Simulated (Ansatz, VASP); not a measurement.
# PbO in VASP and in Ansatz

```xyz
4
Lattice="3.9744 0.0000 0.0000 0.0000 3.9744 0.0000 0.0000 0.0000 5.0220" Properties=species:S:1:pos:R:3 pbc="T T T"
Pb    0.0000    1.9872    1.1807
Pb    1.9872    0.0000    3.8413
O     0.0000    0.0000    0.0000
O     1.9872    1.9872    0.0000
```

Alike in both runs: task single point; functional LDA; k mesh 8 × 8 × 6; occupations gaussian, width 0.05 eV; no spin polarisation.

|  | VASP | Ansatz |
| --- | --- | --- |
| version | VASP 6.6.1 | Ansatz 0.2.0 |
| potentials or method | VASP PAW LDA potentials, release 64 (Pb_d, O_h), cutoff 910 eV | scalar-relativistic, plane waves, PAW |
| valence electrons in the cell | 40 | 40 |

|  | VASP | Ansatz | Ansatz less VASP |
| --- | --- | --- | --- |
| gap on the k mesh at the Fermi level (eV) | 1.18 | 1.20 | +0.020 |
| least direct gap on the mesh (eV) | 2.22 | 2.24 | +0.017 |
| rms of the force components (eV/Å) | 0.042 | 0.069 | +0.0269 |

LDA's correlation is that of Perdew and Zunger in VASP and of Perdew and Wang (1992) in Ansatz. Atom by atom the forces differ by 0.027 eV/Å (rms over components).

Spin-orbit coupling is off throughout. Noted on VASP's run: the cutoff is short for stress, so the pressure is rough.
